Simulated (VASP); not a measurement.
# ZrB (Fm-3m) in VASP: notebook

Runs on ZrB. Level: r2SCAN. Tasks: single point.

Program: VASP 6.6.1. These are calculated values, not measurements. Logs are shortened: lines on timing, memory, paths and dates and some standing lists are left out, and cuts for length are marked.

## (1) The cell of the first run

It takes space group Fm-3m (No. 225, cubic). The conventional cell has a = 4.878 Å, b = 4.878 Å, c = 4.878 Å, α = 90.00°, β = 90.00°, γ = 90.00°. Within 3.2 Å of Zr (site symmetry m-3m) lie 6 B at 2.44 Å. Within 3.2 Å of B (site symmetry m-3m) lie 6 Zr at 2.44 Å.

## (2) Single point, r2SCAN (14.51 Å³/atom)

POSCAR

```
ZrB
1.0
    0.0000000000      2.4392012052      2.4392012052
    2.4392012052      0.0000000000      2.4392012052
    2.4392012052      2.4392012052      0.0000000000
Zr B
1 1
Direct
    0.5000000000      0.5000000000      0.5000000000
    0.0000000000      0.0000000000      0.0000000000
```

INCAR.step1

```
SYSTEM = ZrB
  PREC = Accurate
  ENCUT = 520
  ISMEAR = 0
  SIGMA = 0.05
  LREAL = .False.
  LASPH = .True.
  NELM = 80
  NBANDS = 14
  GGA = PE
  ALGO = Normal
  EDIFF = 1E-4
  LWAVE = .True.
  LCHARG = .False.
```

INCAR.step2

```
SYSTEM = ZrB
  PREC = Accurate
  ENCUT = 520
  EDIFF = 1E-6
  ISMEAR = 0
  SIGMA = 0.05
  LREAL = .False.
  LASPH = .True.
  NELM = 80
  ALGO = Normal
  ISIF = 2
  LWAVE = .False.
  LCHARG = .False.
  METAGGA = R2SCAN
  LMIXTAU = .True.
  NBANDS = 14
  ISTART = 1
```

KPOINTS

```
Automatic mesh
0
Gamma
  12 12 12
  0 0 0
```

Potentials or basis: VASP PAW PBE potentials, release 64 (Zr_sv, B).

Run with:

```bash
$ cat potpaw_PBE.64/Zr_sv/POTCAR potpaw_PBE.64/B/POTCAR > POTCAR
$ cp INCAR.step1 INCAR
$ mpirun -np 1 vasp_std > vasp.out
$ cp INCAR.step2 INCAR
$ mpirun -np 1 vasp_std > vasp.out
```

OUTCAR:

```text
SYSTEM = ZrB
   PREC = Accurate
   ENCUT = 520
   EDIFF = 1E-6
   ISMEAR = 0
   LREAL = .False.
   LASPH = .True.
   NELM = 80
   ISIF = 2
   METAGGA = R2SCAN
   ISTART = 1

 ion  position               nearest neighbor table
   1  0.500  0.500  0.500-   2 2.44   2 2.44   2 2.44   2 2.44   2 2.44   2 2.44
   2  0.000  0.000  0.000-   1 2.44   1 2.44   1 2.44   1 2.44   1 2.44   1 2.44

  LATTYP: Found a face centered cubic cell.
 ALAT       =     4.8784024104

  Lattice vectors:

 A1 = (   0.0000000000,   2.4392012052,   2.4392012052)
 A2 = (   2.4392012052,   0.0000000000,   2.4392012052)
 A3 = (   2.4392012052,   2.4392012052,   0.0000000000)

Analysis of symmetry for initial positions (statically):
=====================================================================
 Subroutine PRICEL returns:
 Original cell was already a primitive cell.

 Routine SETGRP: Setting up the symmetry group for a
 face centered cubic supercell.

 Subroutine GETGRP returns: Found 48 space group operations
 (whereof 48 operations were pure point group operations)
 out of a pool of 48 trial point group operations.

The static configuration has the point symmetry O_h .

Analysis of symmetry for dynamics (positions and initial velocities):
=====================================================================
 Subroutine PRICEL returns:
 Original cell was already a primitive cell.

 Routine SETGRP: Setting up the symmetry group for a
 face centered cubic supercell.

 Subroutine GETGRP returns: Found 48 space group operations
 (whereof 48 operations were pure point group operations)
 out of a pool of 48 trial point group operations.

The dynamic configuration has the point symmetry O_h .

 Subroutine INISYM returns: Found 48 space group operations
 (whereof 48 operations are pure point group operations),
 and found     1 'primitive' translations

----------------------------------------------------------------------------------------

                                     Primitive cell

  volume of cell :      29.0250

  direct lattice vectors                    reciprocal lattice vectors
     0.000000000  2.439201205  2.439201205    -0.204985140  0.204985140  0.204985140
     2.439201205  0.000000000  2.439201205     0.204985140 -0.204985140  0.204985140
     2.439201205  2.439201205  0.000000000     0.204985140  0.204985140 -0.204985140

  length of vectors
     3.449551426  3.449551426  3.449551426     0.355044677  0.355044677  0.355044677

  position of ions in fractional coordinates (direct lattice)
     0.500000000  0.500000000  0.500000000
     0.000000000  0.000000000  0.000000000

  ion indices of the primitive-cell ions
   primitive index   ion index
                 1           1
                 2           2

----------------------------------------------------------------------------------------

 KPOINTS: Automatic mesh

Automatic generation of k-mesh.
 Grid dimensions read from file:
 generate k-points for:   12   12   12

 Generating k-lattice:

  Cartesian coordinates                     Fractional coordinates (reciprocal lattice)
    -0.017082095  0.017082095  0.017082095     0.083333333  0.000000000  0.000000000
     0.017082095 -0.017082095  0.017082095     0.000000000  0.083333333  0.000000000
     0.017082095  0.017082095 -0.017082095     0.000000000  0.000000000  0.083333333

  Length of vectors
     0.029587056  0.029587056  0.029587056

  Shift w.r.t. Gamma in fractional coordinates (k-lattice)
     0.000000000  0.000000000  0.000000000

 Subroutine IBZKPT returns following result:
 ===========================================

 Found     72 irreducible k-points:

 Following reciprocal coordinates:
            Coordinates               Weight
  0.000000  0.000000  0.000000      1.000000
  0.083333  0.000000  0.000000      8.000000
  0.166667  0.000000  0.000000      8.000000
  0.250000  0.000000  0.000000      8.000000
  0.333333  0.000000  0.000000      8.000000
  0.416667  0.000000  0.000000      8.000000
[... 16 lines left out ...]
  0.500000  0.166667  0.000000     24.000000
 -0.416667  0.166667  0.000000     24.000000
 [... further k-points ...]
   k-points           NKPTS =     72   k-points in BZ     NKDIM =     72   number of bands    NBANDS=     14
   number of dos      NEDOS =    301   number of ions     NIONS =      2
   total plane-waves  NPLWV =  21952
   dimension x,y,z NGX =    28 NGY =   28 NGZ =   28
   dimension x,y,z NGXF=    56 NGYF=   56 NGZF=   56
   ions per type =               1   1
   NGX,Y,Z   is equivalent  to a cutoff of  13.49, 13.49, 13.49 a.u.
   NGXF,Y,Z  is equivalent  to a cutoff of  26.99, 26.99, 26.99 a.u.
 SYSTEM =  ZrB
   PREC   = accura    normal or accurate (medium, high low for compatibility)
   ISTART =      1    job   : 0-new  1-cont  2-samecut
   ICHARG =      0    charge: 1-file 2-atom 10-const
   ISPIN  =      1    spin polarized calculation?
   LNONCOLLINEAR =      F non collinear calculations
   LSORBIT =      F    spin-orbit coupling
   LASPH  =      T    aspherical Exc in radial PAW
   ENCUT  =  520.0 eV  38.22 Ry    6.18 a.u.   6.41  6.41  6.41*2*pi/ulx,y,z
   NELM   =     80;   NELMIN=  2; NELMDL=  0     # of ELM steps
   EDIFF  = 0.1E-05   stopping-criterion for ELM
   LREAL  =      F    real-space projection
[... 7 lines left out ...]
   TEBEG  =    0.0;   TEEND  =   0.0 temperature during run
   PSTRESS=    0.0 pullay stress
   NELECT =      15.0000    total number of electrons
   NUPDOWN=      -1.0000    fix difference up-down
   EMIN   =  10.00;   EMAX   =-10.00  energy-range for DOS
   EFERMI =   0.00;   METHOD = LEGACY
   ISMEAR =     0;   SIGMA  =   0.05  broadening in eV -4-tet -1-fermi 0-gaus
   EFERMI_NEDOS =   21; number of points for ismear=-14 and -15
   IALGO  =     38    algorithm
   IMIX   =      4    mixing-type and parameters
     AMIX     =   0.40;   BMIX     =  1.00
     AMIX_MAG =   1.60;   BMIX_MAG =  1.00
  volume/ion in A,a.u.               =      14.51        97.94
  Fermi-wavevector in a.u.,A,eV,Ry     =   1.313755  2.482636 23.482996  1.725951
  Thomas-Fermi vector in A             =   2.444055
   LORBIT       =      0    0 simple, 1 ext, 2 COOP (PROOUT), +10 PAW based schemes
   METAGGA = R2SCAN    functional components
   LHFCALC =     F    Hartree Fock is set to
   AEXX    =    0.0000 exact exchange contribution
   IVDW    =     0    specifies the selected vdW correction
   LEPSILON=     F    determine dielectric tensor
   LRPA    =     F    only Hartree local field effects (RPA)
 non-spin polarized calculation
 Gauss-broadening in eV      SIGMA  =   0.05
  energy-cutoff  :      520.00
  volume of cell :       29.03
 maximum number of plane-waves:       817
 NGX is ok and might be reduce to    28
   NGX = 13   NGY = 13   NGZ = 13

 number of electron      15.0000000 magnetization

 Free energy of the ion-electron system (eV)
  ---------------------------------------------------
  ext. energy  EPLUGINS =         0.00000000
  ---------------------------------------------------
  free energy    TOTEN  =       -30.97864661 eV

  energy without entropy =      -30.97794514  energy(sigma->0) =      -30.97829587

 E-fermi :   7.5859     XC(G=0): -12.3851

 val. band max:        7.5457695133   @ k =   0.5000   0.2500   0.0000
 cond. band min:       7.6148562926   @ k =   0.2500   0.0833   0.0000
 fundamental gap:      0.0690867794
 Fermi energy:         7.5858745865

 k-point     1 :       0.0000    0.0000    0.0000
  band No.  band energies     occupation
      1     -41.4680      2.00000
      2     -18.5832      2.00000
      3     -18.5832      2.00000
      4     -18.5832      2.00000
      5      -1.0584      2.00000
      6       9.6189      0.00000
      7       9.6189      0.00000
      8       9.6189      0.00000
      9      10.9498      0.00000
     10      10.9498      0.00000
     11      11.2345      0.00000
     12      11.2345      0.00000
     13      11.2345      0.00000
     14      18.8265      0.00000

 k-point     2 :       0.0833    0.0000    0.0000
  band No.  band energies     occupation
      1     -41.4635      2.00000
      2     -18.6261      2.00000
      3     -18.5873      2.00000
      4     -18.5873      2.00000
      5      -0.8932      2.00000
      6       9.0397      0.00000
      7       9.3955      0.00000
      8       9.3955      0.00000
      9      10.1298      0.00000
     10      10.1298      0.00000
     11      11.5023      0.00000
     12      12.6082      0.00000
     13      12.6082      0.00000
     14      19.2234      0.00000

 k-point     3 :       0.1667    0.0000    0.0000
  band No.  band energies     occupation
      1     -41.4512      2.00000
      2     -18.7414      2.00000
      3     -18.5985      2.00000
      4     -18.5985      2.00000
      5      -0.4188      2.00000
      6       7.9215      0.00000
      7       8.4195      0.00000
      8       8.4195      0.00000
      9      10.3959      0.00000
     10      10.3959      0.00000
     11      11.8590      0.00000
     12      14.2803      0.00000
     13      14.2803      0.00000
     14      20.0230      0.00000

 k-point     4 :       0.2500    0.0000    0.0000
  band No.  band energies     occupation
      1     -41.4343      2.00000
      2     -18.8951      2.00000
      3     -18.6136      2.00000
      4     -18.6136      2.00000
      5       0.3073      2.00000
      6       6.7090      2.00000
      7       7.5324      1.86965
      8       7.5324      1.86964
      9      11.0363      0.00000
     10      11.0363      0.00000
     11      12.2150      0.00000
     12      16.0219      0.00000
     13      16.0219      0.00000
     14      19.6845      0.00000

 k-point     5 :       0.3333    0.0000    0.0000
  band No.  band energies     occupation
      1     -41.4173      2.00000
      2     -19.0445      2.00000
      3     -18.6287      2.00000
      4     -18.6287      2.00000
      5       1.2062      2.00000
      6       5.5284      2.00000
      7       6.8790      2.00000
      8       6.8790      2.00000
      9      11.8288      0.00000
     10      11.8288      0.00000
     11      12.7358      0.00000
[... 276 lines left out ...]
 k-point    22 :       0.4167    0.1667    0.0000
  band No.  band energies     occupation
      1     -41.4034      2.00000
      2     -19.0599      2.00000
      3     -18.7050      2.00000
      4     -18.6855      2.00000
      5       1.5912      2.00000
      6       5.0947      2.00000
      7       6.6826      2.00000
      8       7.3579      2.00000
      9      10.7463      0.00000
     10      12.8735      0.00000
     11      13.8597      0.00000
     12      16.1820      0.00000
     13      17.6703      0.00000
     14      19.8765      0.00000

 k-point    23 :       0.5000    0.1667    0.0000
  band No.  band energies     occupation
      1     -41.3947      2.00000
      2     -19.1243      2.00000
      3     -18.7351      2.00000
      4     -18.6815      2.00000
      5       2.2602      2.00000
      6       4.4703      2.00000
      7       6.4825      2.00000
      8       6.8962      2.00000
      9      11.5994      0.00000
     10      13.0511      0.00000
     11      14.0054      0.00000
     12      17.1043      0.00000
     13      17.4127      0.00000
     14      19.3049      0.00000

 k-point    24 :      -0.4167    0.1667    0.0000
  band No.  band energies     occupation
      1     -41.3936      2.00000
      2     -19.1302      2.00000
      3     -18.7562      2.00000
      4     -18.6665      2.00000
      5       2.5133      2.00000
      6       4.2229      2.00000
      7       6.5035      2.00000
      8       6.6512      2.00000
      9      12.4584      0.00000
     10      12.6191      0.00000
     11      13.7827      0.00000
     12      17.1133      0.00000
     13      17.9785      0.00000
     14      18.7075      0.00000

 [... further k-points ...]

------------------------ aborting loop because EDIFF is reached ----------------------------------------

  FORCE on cell =-STRESS in cart. coord.  units (eV):
  Direction    XX          YY          ZZ          XY          YZ          ZX
  --------------------------------------------------------------------------------------
  -------------------------------------------------------------------------------------
  Total        0.6338775      0.6338775      0.6338775      0.0000000      0.0000000     -0.0000000
  in kB       34.9899298     34.9899298     34.9899298      0.0000000      0.0000000     -0.0000000
  external PRESSURE =      34.9899298 kB  Pullay stress =       0.0000000 kB

 VOLUME and BASIS-vectors are now :
 -----------------------------------------------------------------------------
  energy-cutoff  :      520.00
  volume of cell :       29.03
      direct lattice vectors                 reciprocal lattice vectors
     0.000000000  2.439201205  2.439201205    -0.204985140  0.204985140  0.204985140
     2.439201205  0.000000000  2.439201205     0.204985140 -0.204985140  0.204985140
     2.439201205  2.439201205  0.000000000     0.204985140  0.204985140 -0.204985140

 POSITION                                       TOTAL-FORCE (eV/Angst)
 -----------------------------------------------------------------------------------
      2.43920      2.43920      2.43920         0.000000      0.000000     -0.000000
      0.00000      0.00000      0.00000        -0.000000     -0.000000      0.000000
 -----------------------------------------------------------------------------------
    total drift:                                0.000000      0.000000      0.000000

  FREE ENERGIE OF THE ION-ELECTRON SYSTEM (eV)
  ---------------------------------------------------
  free  energy   TOTEN  =       -30.9786466056 eV

  energy  without entropy=      -30.9779451414  energy(sigma->0) =      -30.97829587
```

Wall time 4.3 min (1 thread of Intel Xeon 8259CL, shared host); peak memory 0.18 GiB.

What came out:

```
Free energy            : -30.9786 eV
Pressure               : 3.5 GPa
Band gap on the k mesh : zero (an odd number of electrons rules out a gap without spin polarisation)
```

Caveat: the cell stands under pressure; the PAW data sets were made with another functional, which shifts forces and pressure a little.

(Continued in part 2 of 2.)
